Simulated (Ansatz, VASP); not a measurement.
**One calculation of H, two programs**

INCAR

```
ALGO = Normal ; EDIFF = 1E-7
ENCUT = 520 ; GGA = PS
ISIF = 2 ; ISMEAR = 0
LASPH = T ; LCHARG = F
LREAL = F ; LWAVE = F
NBANDS = 6 ; NELM = 60
PREC = Accurate ; SIGMA = 0.05
```

KPOINTS

```
k-points
0
Gamma
  10 10 26
```

File POSCAR:

```
H
1.0
    2.4376676398      0.0000000000      0.0000000000
    0.0000000000      2.4376676398      0.0000000000
    0.0000000000      0.0000000000      1.0589323536
H
1
Direct
    0.0000000000      0.0000000000      0.5000000000
```

Input for Ansatz:

```yaml
crystal:
  lattice:
    - [2.4376676398, 0.0, 0.0]
    - [0.0, 2.4376676398, 0.0]
    - [0.0, 0.0, 1.0589323536]
  atoms:
    - { symbol: H, position: [0.0, 0.0, 0.5] }
basis:
  ecutwfc: 420
kpoints:
  mp_grid: { grid: [10, 10, 26] }
hamiltonian:
  xc: pbesol
scf:
  occupations: { method: gaussian, width: 0.05 }
output:
  forces: true
  stress: true
  eigenvalues: true
```

Change from the starting cell: strain -0.080 along x and y, +0.080 along z, atoms carried along.

Alike in both runs: task single point; functional PBEsol; k mesh 10 × 10 × 26; occupations gaussian, width 0.05 eV; no spin polarisation.

|  | VASP | Ansatz |
| --- | --- | --- |
| version | VASP 6.6.1 | Ansatz 0.2.0 |
| potentials or method | VASP PAW PBE potentials, release 64 (H), cutoff 520 eV | scalar-relativistic, plane waves, PAW |
| valence electrons in the cell | 1 | 1 |

```csv
,VASP,Ansatz,Ansatz less VASP
gap on the k mesh at the Fermi level (eV),none,none,-
pressure (GPa),-5.9,-5.6,+0.27
"traceless stress, the component that is largest in VASP (GPa)",-14.21,-14.15,+0.063
```

VASP's potentials were made for PBE, not for PBEsol. A gap of «none» marks a metal or a gap that the smearing closes.
